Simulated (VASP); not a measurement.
The system is HfO2.

```
Hf O
1.0
     0.00000    2.54859    2.54859
     2.54859    0.00000    2.54859
     2.54859    2.54859    0.00000
Hf O
1 2
Direct
  0.00000 0.00000 0.00000
  0.75000 0.75000 0.75000
  0.25000 0.25000 0.25000
```

```yaml
Program: VASP 6.6.1
Task: relaxation of cell and atoms
Functional: PBE
Potentials_or_basis: VASP PAW PBE potentials, release 64 (Hf_pv, O)
Cutoff: 600 eV
k_mesh: 8 × 8 × 8
Occupations: gaussian, width 0.02 eV
Spin: no spin polarisation
```

At the start: pressure -3.8 GPa; volume 11.04 Å³/atom.

Task: Where does the relaxation end?

Result: Over 3 steps the energy falls by 2.1 meV/atom and the volume is 10.87 Å³/atom (-1.5 %); space group Fm-3m (No. 225, to 0.05 Å).

The path:
```
step  energy change (eV)  largest force (eV/Å)  pressure (GPa)  volume (Å³)
   1              0.0000                0.0000           -3.81        33.11
   2              0.0070                0.0000            5.91        31.87
   3             -0.0062                0.0000           -0.01        32.60
```

Final structure:
```cif
data_structure
_symmetry_space_group_name_H-M 'P 1'
_symmetry_Int_Tables_number 1
_cell_length_a 3.5856
_cell_length_b 3.5856
_cell_length_c 3.5856
_cell_angle_alpha 60.000
_cell_angle_beta 60.000
_cell_angle_gamma 60.000
_cell_volume 32.60
loop_
_atom_site_label
_atom_site_type_symbol
_atom_site_fract_x
_atom_site_fract_y
_atom_site_fract_z
_atom_site_occupancy
Hf1 Hf 0.00000 0.00000 0.00000 1
O1 O 0.75000 0.75000 0.75000 1
O2 O 0.25000 0.25000 0.25000 1
```
